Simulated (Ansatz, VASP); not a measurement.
**Al: VASP beside Ansatz**

```
Al
1.0
    -2.46559    2.50947    1.33809
     2.46559   -2.50947    1.33809
     2.46559    2.50947   -1.33809
Al
2
Direct
  0.37500 0.12500 0.25000
  0.62500 0.87500 0.75000
```

Alike in both runs: task relaxation of cell and atoms; functional PBE; k mesh 8 × 8 × 8; occupations gaussian, width 0.1 eV; no spin polarisation.

|  | VASP | Ansatz |
| --- | --- | --- |
| version | VASP 6.6.1 | Ansatz 0.2.0 |
| potentials or method | VASP PAW PBE potentials, release 64 (Al), cutoff 600 eV | scalar-relativistic, plane waves, PAW |
| valence electrons in the cell | 6 | 6 |

```csv
,VASP,Ansatz,Ansatz less VASP
"gap on the k mesh at the Fermi level, each at its own relaxed structure (eV)",none,none,-
relaxed volume (Å³/atom),19.22,18.73,-0.493
relaxed cell length with the largest relative difference (Å),3.991,3.960,-0.0315
```

A gap of «none» marks a metal or a gap that the smearing closes.

Noted on VASP's run: the volume moved by over 15 % at a fixed basis, so the end points are rough.
